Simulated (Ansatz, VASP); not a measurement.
# One calculation of Ge2Sb2Te5, two programs

```
Ge Sb Te
1.0
     4.02326    0.00000    0.00000
    -2.01163    3.48424    0.00000
     0.00000    0.00000   18.69084
Ge Sb Te
2 2 5
Direct
  0.00000 0.00000 0.33147
  0.00000 0.00000 0.66853
  0.33333 0.66667 0.11216
  0.66667 0.33333 0.88784
  0.00000 0.00000 0.00000
  0.33333 0.66667 0.79136
  0.66667 0.33333 0.20864
  0.33333 0.66667 0.40975
  0.66667 0.33333 0.59025
```

Alike in both runs: task single point; functional PBE; k mesh 12 × 12 × 2; occupations gaussian, width 0.03 eV; no spin polarisation.

|  | VASP | Ansatz |
| --- | --- | --- |
| version | VASP 6.6.1 | Ansatz 0.2.0 |
| potentials or method | VASP PAW PBE potentials, release 64 (Ge_d, Sb, Te), cutoff 520 eV | scalar-relativistic, plane waves, PAW |
| valence electrons in the cell | 68 | 138 |

|  | VASP | Ansatz | Ansatz less VASP |
| --- | --- | --- | --- |
| gap on the k mesh at the Fermi level (eV) | none | none | - |
| pressure (GPa) | 4.6 | 4.6 | +0.01 |
| traceless stress, the component that is largest in VASP (GPa) | -1.96 | -1.99 | -0.030 |
| rms of the force components (eV/Å) | 0.204 | 0.190 | -0.0139 |

Atom by atom the forces differ by 0.014 eV/Å (rms over components). A gap of «none» marks a metal or a gap that the smearing closes. With one functional, cell and mesh, what is left measures potentials, basis and numerics. VASP's potentials hold 68 valence electrons a cell and Ansatz's 138, so a difference there can come from the potentials and not from the codes.

Spin-orbit coupling is off throughout.
